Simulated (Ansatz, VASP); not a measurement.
Ge: VASP beside Ansatz

File INCAR:

```
SYSTEM = Ge
  PREC = Accurate
  ENCUT = 520
  EDIFF = 1E-6
  ISMEAR = 1
  SIGMA = 0.05
  LREAL = .FALSE.
  LASPH = .TRUE.
  NELM = 100
  ALGO = Normal
  ISIF = 2
  LWAVE = .FALSE.
  LCHARG = .FALSE.
  GGA = CA
  NBANDS = 21
```

The input KPOINTS:

```
regular mesh
0
G
  11 11 6
  0 0 0
```

Contents of POSCAR:

```
Ge
1.0
    1.4780627863     -2.5772754484      0.0000000000
    1.4780627863      2.5772754484      0.0000000000
    0.0000000000      0.0000000000      4.6958701849
Ge
2
Direct
    0.6665500000      0.3334500000      0.2500000000
    0.3334500000      0.6665500000      0.7500000000
```

Input for Ansatz:

```yaml
crystal:
  lattice:
    - [1.4780627863277709, -2.5772754484438045, 0.0]
    - [1.4780627863277709, 2.5772754484438045, 0.0]
    - [0.0, 0.0, 4.69587018490183]
  atoms:
    - { symbol: Ge, position: [0.66655, 0.33345, 0.25] }
    - { symbol: Ge, position: [0.33345, 0.66655, 0.75] }
basis:
  ecutwfc: 470.0
kpoints:
  mp_grid:
    grid: [11, 11, 6]
hamiltonian:
  xc: lda
scf:
  occupations:
    method: methfessel_paxton
    width: 0.05
output:
  stress: true
```

Alike in both runs: task single point; functional LDA; k mesh 11 × 11 × 6; occupations methfessel-paxton of order 1, width 0.05 eV; no spin polarisation.

|  | VASP | Ansatz |
| --- | --- | --- |
| version | VASP 6.6.1 | Ansatz 0.2.0 |
| potentials or method | VASP PAW LDA potentials, release 64 (Ge_d), cutoff 520 eV | plane waves, PAW |
| valence electrons in the cell | 28 | 28 |

```csv
,VASP,Ansatz,Ansatz less VASP
pressure (GPa),0.1,0.2,+0.03
"traceless stress, the component that is largest in VASP (GPa)",4.41,4.40,-0.016
```

LDA's correlation is that of Perdew and Zunger in VASP and of Perdew and Wang (1992) in Ansatz.
